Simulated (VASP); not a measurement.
Write the native input for VASP 6.6.1 that does the following.

```yaml
Task: single point
Functional: PBE
Potentials_or_basis: VASP PAW PBE potentials, release 64 (Ta_pv)
Cutoff: 500 eV
k_mesh: 7 × 7 × 7
Occupations: methfessel-paxton, width 0.2128 eV
Spin: no spin polarisation
Dipole_correction: no
Further_INCAR_settings: ALGO = Normal; EDIFF = 1e-06; NBANDS = 12
```

The structure of Ta lies in POSCAR:

```
Ta
1.0
   -1.6613355309      1.6613355309      1.6613355309
    1.6613355309     -1.6613355309      1.6613355309
    1.6613355309      1.6613355309     -1.6613355309
Ta
1
Direct
    0.0000000000      0.0000000000      0.0000000000
```

One way to write it, as run:

INCAR

```
ALGO = Normal ; EDIFF = 1E-6
ENCUT = 500 ; GGA = PE
GGA_COMPAT = False ; ISIF = 2
ISMEAR = 1 ; LASPH = True
LCHARG = False ; LREAL = False
LWAVE = False ; NBANDS = 12
NELM = 120 ; PREC = Accurate
SIGMA = 0.2128
```

KPOINTS

```
k-points
0
Gamma
  7 7 7
```

Potentials or basis: VASP PAW PBE potentials, release 64 (Ta_pv).

The run is started by

```console
$ cat potpaw_PBE.64/Ta_pv/POTCAR > POTCAR
$ mpirun -np 1 vasp_std > vasp.out
```

Results of the run:

```json
{"Pressure": "0.0 GPa"}
```

Caveat: the k points lie up to 0.38 Å⁻¹ apart.

Run time: 2.5 s on 1 thread of Intel(R) Xeon(R) 6975P-C (Granite Rapids), on a shared host, peak memory 0.13 GiB.
